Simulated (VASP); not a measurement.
# W9C8 in VASP: single point with LDA

Aim: the single point of W9C8 with LDA.

All numbers are computed with VASP 6.6.1; they aren't measurements. Logs are shortened: lines on timing, memory, paths and dates and some standing lists are left out, and cuts for length are marked.

**1. The cell of the first run**

The cell holds a slab with vacuum, 17 atoms: a = 5.798 Å, b = 5.798 Å, c = 16.246 Å, α = 90.00°, β = 90.00°, γ = 120.00°.

**2. Single point, LDA**

File INCAR:

```
SYSTEM = W9C8
PREC = Accurate ; ENCUT = 520
EDIFF = 1E-6 ; ISMEAR = 0
SIGMA = 0.1 ; LREAL = Auto
LASPH = .True. ; NELM = 80
ALGO = Normal ; ISIF = 2
LWAVE = .False. ; LCHARG = .False.
GGA = CA ; NBANDS = 93
```

File KPOINTS:

```
Automatic mesh
0
Gamma
  4 4 1
  0 0 0
```

File POSCAR:

```
W9C8
1.0
    5.7980000000      0.0000000000      0.0000000000
   -2.8990000000      5.0212150000      0.0000000000
    0.0000000000      0.0000000000     16.2456000000
W C
9 8
Direct
    0.0000000000      0.0000000000      0.0615551000
   -0.0008202730      0.0008222581      0.2353926422
    0.0000000000      0.5000000000      0.0615551000
   -0.0008099506      0.4983820864      0.2353902833
    0.5000000000      0.0000000000      0.0615551000
    0.5016636552      0.0008325614      0.2354022476
    0.5000000000      0.5000000000      0.0615551000
    0.4999992034      0.5000036956      0.2253955810
    0.5000322576      0.5000200687      0.3799889480
    0.3318591773      0.1637195931      0.1419494366
    0.3410367125      0.1820651546      0.3141013897
    0.3318637202      0.6681445396      0.1419464659
    0.3410480307      0.6590217261      0.3140745879
    0.8332705926      0.1666176424      0.1441920987
    0.8333969149      0.1667296049      0.3050688026
    0.8362654462      0.6681368906      0.1419374623
    0.8180188427      0.6590345438      0.3140279281
```

Potentials or basis: VASP PAW LDA potentials, release 64 (W_sv, C).

Command:

```console
$ cat potpaw_LDA.64/W_sv/POTCAR potpaw_LDA.64/C/POTCAR > POTCAR
$ mpirun -np 1 vasp_std > vasp.out
```

OUTCAR:

```text
SYSTEM = W9C8
   PREC = Accurate
   ENCUT = 520
   EDIFF = 1E-6
   ISMEAR = 0
   LREAL = Auto
   LASPH = .True.
   NELM = 80
   ISIF = 2
   GGA = CA

 ion  position               nearest neighbor table
   1  0.000  0.000  0.062-  16 2.12  10 2.12  14 2.15   2 2.82   7 2.90   3 2.90   3 2.90   7 2.90
                             5 2.90   5 2.90
   2  0.999  0.001  0.235-  15 2.01  17 2.14  11 2.14  14 2.23  10 2.26  16 2.26   1 2.82   6 2.88
                             4 2.88   8 2.90   8 2.90   4 2.91   6 2.91
   3  0.000  0.500  0.062-  16 2.12  12 2.12  14 2.15   4 2.82   5 2.90   1 2.90   1 2.90   5 2.90
                             7 2.90   7 2.90
   4  0.999  0.498  0.235-  15 2.01  17 2.14  13 2.14  14 2.23  12 2.26  16 2.26   3 2.82   6 2.88
                             2 2.88   8 2.90   8 2.90   2 2.91   6 2.91
   5  0.500  0.000  0.062-  12 2.12  10 2.12  14 2.15   6 2.82   7 2.90   3 2.90   7 2.90   3 2.90
                             1 2.90   1 2.90
   6  0.502  0.001  0.235-  15 2.01  13 2.14  11 2.14  14 2.23  10 2.26  12 2.26   5 2.82   2 2.88
                             4 2.88   8 2.90   8 2.90   4 2.91   2 2.91
   7  0.500  0.500  0.062-  16 2.13  12 2.13  10 2.13   8 2.66   1 2.90   5 2.90   5 2.90   1 2.90
                             3 2.90   3 2.90
   8  0.500  0.500  0.225-  17 2.15  13 2.15  11 2.15  12 2.17  10 2.17  16 2.17   9 2.51   7 2.66
                             4 2.90   6 2.90   2 2.90   2 2.90   4 2.90   6 2.90
   9  0.500  0.500  0.380-  11 1.92  13 1.92  17 1.92   8 2.51
  10  0.332  0.164  0.142-   1 2.12   5 2.12   7 2.13   8 2.17   2 2.26   6 2.26
  11  0.341  0.182  0.314-   9 1.92   6 2.14   2 2.14   8 2.15
  12  0.332  0.668  0.142-   5 2.12   3 2.12   7 2.13   8 2.17   4 2.26   6 2.26
  13  0.341  0.659  0.314-   9 1.92   6 2.14   4 2.14   8 2.15
  14  0.833  0.167  0.144-   5 2.15   1 2.15   3 2.15   6 2.23   2 2.23   4 2.23
  15  0.833  0.167  0.305-   4 2.01   2 2.01   6 2.01
  16  0.836  0.668  0.142-   1 2.12   3 2.12   7 2.13   8 2.17   4 2.26   2 2.26
  17  0.818  0.659  0.314-   9 1.92   2 2.14   4 2.14   8 2.15

  LATTYP: Found a hexagonal cell.
 ALAT       =     5.7980000000
 C/A-ratio  =     2.8019317006

  Lattice vectors:

 A1 = (   5.7980000000,   0.0000000000,   0.0000000000)
 A2 = (  -2.8990000000,   5.0212150000,   0.0000000000)
 A3 = (   0.0000000000,   0.0000000000,  16.2456000000)

Analysis of symmetry for initial positions (statically):
=====================================================================
 Subroutine PRICEL returns:
 Original cell was already a primitive cell.

 Routine SETGRP: Setting up the symmetry group for a
 hexagonal supercell.

 Subroutine GETGRP returns: Found  1 space group operations
 (whereof  1 operations were pure point group operations)
 out of a pool of 24 trial point group operations.

The static configuration has the point symmetry C_1 .

Analysis of symmetry for dynamics (positions and initial velocities):
=====================================================================
 Subroutine PRICEL returns:
 Original cell was already a primitive cell.

 Routine SETGRP: Setting up the symmetry group for a
 hexagonal supercell.

 Subroutine GETGRP returns: Found  1 space group operations
 (whereof  1 operations were pure point group operations)
 out of a pool of 24 trial point group operations.

The dynamic configuration has the point symmetry C_1 .

 Subroutine INISYM returns: Found  1 space group operations
 (whereof  1 operations are pure point group operations),
 and found     1 'primitive' translations

----------------------------------------------------------------------------------------

                                     Primitive cell

  volume of cell :     472.9582

  direct lattice vectors                    reciprocal lattice vectors
     5.798000000  0.000000000  0.000000000     0.172473267  0.099577493  0.000000000
    -2.899000000  5.021215000  0.000000000     0.000000000  0.199154985  0.000000000
     0.000000000  0.000000000 16.245600000     0.000000000  0.000000000  0.061555129

  length of vectors
     5.798000000  5.797999748 16.245600000     0.199154977  0.199154985  0.061555129

  position of ions in fractional coordinates (direct lattice)
     0.000000000  0.000000000  0.061555100
     0.999179727  0.000822258  0.235392642
     1.000000000  0.500000000  0.061555100
     0.999190049  0.498382086  0.235390283
     0.500000000  0.000000000  0.061555100
     0.501663655  0.000832561  0.235402248
[... 9 lines left out ...]
     0.836265446  0.668136891  0.141937462
     0.818018843  0.659034544  0.314027928

  ion indices of the primitive-cell ions
   primitive index   ion index
                 1           1
                 2           2
                 3           3
                 4           4
                 5           5
                 6           6
[... 9 lines left out ...]
                16          16
                17          17

----------------------------------------------------------------------------------------

 KPOINTS: Automatic mesh

Automatic generation of k-mesh.
 Grid dimensions read from file:
 generate k-points for:    4    4    1

 Generating k-lattice:

  Cartesian coordinates                     Fractional coordinates (reciprocal lattice)
     0.043118317  0.024894373  0.000000000     0.250000000 -0.000000000  0.000000000
     0.000000000  0.049788746  0.000000000     0.000000000  0.250000000  0.000000000
     0.000000000  0.000000000  0.061555129     0.000000000  0.000000000  1.000000000

  Length of vectors
     0.049788744  0.049788746  0.061555129

  Shift w.r.t. Gamma in fractional coordinates (k-lattice)
     0.000000000  0.000000000  0.000000000

 Subroutine IBZKPT returns following result:
 ===========================================

 Found     10 irreducible k-points:

 Following reciprocal coordinates:
            Coordinates               Weight
  0.000000  0.000000  0.000000      1.000000
  0.250000  0.000000  0.000000      2.000000
  0.000000  0.250000  0.000000      2.000000
 -0.250000  0.250000  0.000000      2.000000
  0.500000  0.000000  0.000000      1.000000
  0.000000  0.500000  0.000000      1.000000
  0.500000  0.500000  0.000000      1.000000
  0.250000  0.250000  0.000000      2.000000
 -0.250000  0.500000  0.000000      2.000000
  0.500000  0.250000  0.000000      2.000000
   k-points           NKPTS =     10   k-points in BZ     NKDIM =     10   number of bands    NBANDS=     93
   number of dos      NEDOS =    301   number of ions     NIONS =     17
   total plane-waves  NPLWV = 290304
   dimension x,y,z NGX =    48 NGY =   48 NGZ =  126
   dimension x,y,z NGXF=    96 NGYF=   96 NGZF=  252
   ions per type =               9   8
   NGX,Y,Z   is equivalent  to a cutoff of  13.76, 13.76, 12.89 a.u.
   NGXF,Y,Z  is equivalent  to a cutoff of  27.53, 27.53, 25.79 a.u.
 SYSTEM =  W9C8
   PREC   = accura    normal or accurate (medium, high low for compatibility)
   ISTART =      0    job   : 0-new  1-cont  2-samecut
   ICHARG =      2    charge: 1-file 2-atom 10-const
   ISPIN  =      1    spin polarized calculation?
   LNONCOLLINEAR =      F non collinear calculations
   LSORBIT =      F    spin-orbit coupling
   LASPH  =      T    aspherical Exc in radial PAW
   ENCUT  =  520.0 eV  38.22 Ry    6.18 a.u.  10.78 10.78 30.21*2*pi/ulx,y,z
   NELM   =     80;   NELMIN=  2; NELMDL= -5     # of ELM steps
   EDIFF  = 0.1E-05   stopping-criterion for ELM
   LREAL  =      T    real-space projection
   EDIFFG = 0.1E-04   stopping-criterion for IOM
   NSW    =      0    number of steps for IOM
[... 5 lines left out ...]
   TEBEG  =    0.0;   TEEND  =   0.0 temperature during run
   PSTRESS=    0.0 pullay stress
   NELECT =     158.0000    total number of electrons
   NUPDOWN=      -1.0000    fix difference up-down
   EMIN   =  10.00;   EMAX   =-10.00  energy-range for DOS
   EFERMI =   0.00;   METHOD = LEGACY
   ISMEAR =     0;   SIGMA  =   0.10  broadening in eV -4-tet -1-fermi 0-gaus
   EFERMI_NEDOS =   21; number of points for ismear=-14 and -15
   IALGO  =     38    algorithm
   IMIX   =      4    mixing-type and parameters
     AMIX     =   0.40;   BMIX     =  1.00
     AMIX_MAG =   1.60;   BMIX_MAG =  1.00
  volume/ion in A,a.u.               =      27.82       187.75
  Fermi-wavevector in a.u.,A,eV,Ry     =   1.135934  2.146603 17.556210  1.290345
  Thomas-Fermi vector in A             =   2.272639
   LORBIT       =      0    0 simple, 1 ext, 2 COOP (PROOUT), +10 PAW based schemes
   GGA     = CA    functional components
   LHFCALC =     F    Hartree Fock is set to
   AEXX    =    0.0000 exact exchange contribution
   IVDW    =     0    specifies the selected vdW correction
   LEPSILON=     F    determine dielectric tensor
   LRPA    =     F    only Hartree local field effects (RPA)
 non-spin polarized calculation
 Gauss-broadening in eV      SIGMA  =   0.10
  energy-cutoff  :      520.00
  volume of cell :      472.96
 maximum number of plane-waves:     12747
 NGX is ok and might be reduce to    48
   NGX = 21   NGY = 21   NGZ = 61

 number of electron     157.9999984 magnetization

 Free energy of the ion-electron system (eV)
  ---------------------------------------------------
  ext. energy  EPLUGINS =         0.00000000
  ---------------------------------------------------
  free energy    TOTEN  =      -192.98418953 eV

  energy without entropy =     -192.94405918  energy(sigma->0) =     -192.96412436

 E-fermi :   1.7433     XC(G=0):  -6.7837

 val. band max:        1.7094626778   @ k =   0.0000   0.0000   0.0000
 cond. band min:       1.7499889586   @ k =   0.0000   0.0000   0.0000
 fundamental gap:      0.0405262807
 Fermi energy:         1.7432574629

 k-point     1 :       0.0000    0.0000    0.0000
  band No.  band energies     occupation
      1     -72.4376      2.00000
      2     -71.8751      2.00000
      3     -71.8216      2.00000
      4     -71.8044      2.00000
      5     -71.8040      2.00000
      6     -71.7976      2.00000
[... 83 lines left out ...]
     90       4.0987      0.00000
     91       4.3634      0.00000

 k-point     2 :       0.2500    0.0000    0.0000
  band No.  band energies     occupation
      1     -72.4376      2.00000
      2     -71.8667      2.00000
      3     -71.8250      2.00000
      4     -71.8095      2.00000
      5     -71.8040      2.00000
      6     -71.7902      2.00000
[... 835 lines left out ...]
     90       3.8218      0.00000
     91       3.8580      0.00000
 [bands above 91 left out]

------------------------ aborting loop because EDIFF is reached ----------------------------------------

  FORCE on cell =-STRESS in cart. coord.  units (eV):
  Direction    XX          YY          ZZ          XY          YZ          ZX
  --------------------------------------------------------------------------------------
  -------------------------------------------------------------------------------------
  Total       -8.5626287     -8.5452343      2.2722150     -0.0043279      0.0011445      0.0018917
  in kB      -29.0064722    -28.9475475      7.6972788     -0.0146611      0.0038771      0.0064082
  external PRESSURE =     -16.7522470 kB  Pullay stress =       0.0000000 kB

 VOLUME and BASIS-vectors are now :
 -----------------------------------------------------------------------------
  energy-cutoff  :      520.00
  volume of cell :      472.96
      direct lattice vectors                 reciprocal lattice vectors
     5.798000000  0.000000000  0.000000000     0.172473267  0.099577493  0.000000000
    -2.899000000  5.021215000  0.000000000     0.000000000  0.199154985  0.000000000
     0.000000000  0.000000000 16.245600000     0.000000000  0.000000000  0.061555129

 POSITION                                       TOTAL-FORCE (eV/Angst)
 -----------------------------------------------------------------------------------
      0.00000      0.00000      1.00000         0.057384     -0.033186      0.194161
      5.79086      0.00413      3.82409         0.049434     -0.024107     -0.016215
     -1.44950      2.51061      1.00000        -0.000071      0.065896      0.194357
      4.34849      2.50248      3.82406         0.002115      0.053859     -0.016661
      2.89900      0.00000      1.00000        -0.058446     -0.033704      0.194759
      2.90623      0.00418      3.82425        -0.050299     -0.026645     -0.016782
[... 9 lines left out ...]
      2.91174      3.35486      2.30586         0.012777      0.007268      0.017957
      2.83233      3.30915      5.10157         0.088093      0.049849      0.051344
 -----------------------------------------------------------------------------------
    total drift:                                0.000208      0.001831     -0.047688

  FREE ENERGIE OF THE ION-ELECTRON SYSTEM (eV)
  ---------------------------------------------------
  free  energy   TOTEN  =      -192.9841895303 eV

  energy  without entropy=     -192.9440591848  energy(sigma->0) =     -192.96412436
```

Run time: 17 min. Hardware: 1 thread of Intel Xeon Platinum 8488C (Sapphire Rapids), shared host; peak memory 0.58 GiB.

What came out:

```yaml
Free_energy: -192.9842 eV
Largest_force: 1.130 eV/Å
Band_gap_on_the_k_mesh: zero (bands 79 and 80 overlap by 0.56 eV)
```

Forces on the atoms (eV/Å):
```
W    0.057 -0.033  0.194
W    0.049 -0.024 -0.016
W    0.000  0.066  0.194
W    0.002  0.054 -0.017
W   -0.058 -0.034  0.195
W   -0.050 -0.027 -0.017
W   -0.001 -0.001 -1.130
W    0.000  0.000 -0.063
W    0.004  0.006  0.317
C    0.000 -0.015  0.017
C   -0.001 -0.110  0.035
C   -0.013  0.007  0.017
C   -0.092  0.052  0.041
C    0.002  0.002  0.003
C    0.000 -0.001  0.161
C    0.013  0.007  0.018
C    0.088  0.050  0.051
```

Levels at points of the mesh, in eV from the Fermi level:
| k point | band 77 | band 78 | band 79 | band 80 | band 81 | band 82 |
| --- | --- | --- | --- | --- | --- | --- |
| (0.00, 0.00, 0.00) | 0.01 | 0.01 | 0.47 | 0.55 | 0.55 | 0.96 |
| (0.50, 0.00, 0.00) | -0.91 | -0.67 | -0.57 | -0.09 | 0.37 | 0.72 |
| (0.00, 0.50, 0.00) | -0.91 | -0.67 | -0.57 | -0.09 | 0.37 | 0.72 |
| (0.50, 0.50, 0.00) | -0.91 | -0.67 | -0.57 | -0.09 | 0.37 | 0.72 |

Caveat: spin-orbit coupling is left out, which moves the levels of the heavy elements.
